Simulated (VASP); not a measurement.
**MgO: single point with revPBE**

The system is MgO.

```
CELL_PARAMETERS angstrom
0.00000 2.14427 2.14427
2.14427 0.00000 2.14427
2.14427 2.14427 0.00000
ATOMIC_POSITIONS crystal
Mg 0.00000 0.00000 0.00000
O 0.50000 0.50000 0.50000
```

```
Program             : VASP 6.6.1
Task                : single point
Functional          : revPBE
Potentials or basis : VASP PAW PBE potentials, release 64 (Mg, O)
Cutoff              : 520 eV
k mesh              : 11 × 11 × 11
Occupations         : fermi-dirac, width 0.05 eV
Spin                : no spin polarisation
```

```json
{
 "Pressure": "-0.8 GPa",
 "Band gap on the k mesh": "4.30 eV, direct"
}
```

Levels at points of the mesh, in eV from the valence-band top:
| k point | band 1 | band 2 | band 3 | band 4 | band 5 | band 6 | band 7 | band 8 |
| --- | --- | --- | --- | --- | --- | --- | --- | --- |
| (0.00, 0.00, 0.00) | -17.05 | 0.00 | 0.00 | 0.00 | 4.30 | 15.59 | 15.59 | 15.59 |

Wall time 23 s on 1 thread of AMD EPYC 7R13 (shared host), peak memory 0.12 GiB.

Caveat: the PAW data sets were made with another functional, which shifts forces and pressure a little. revPBE gaps usually lie below the measured ones, often by a third to a half.
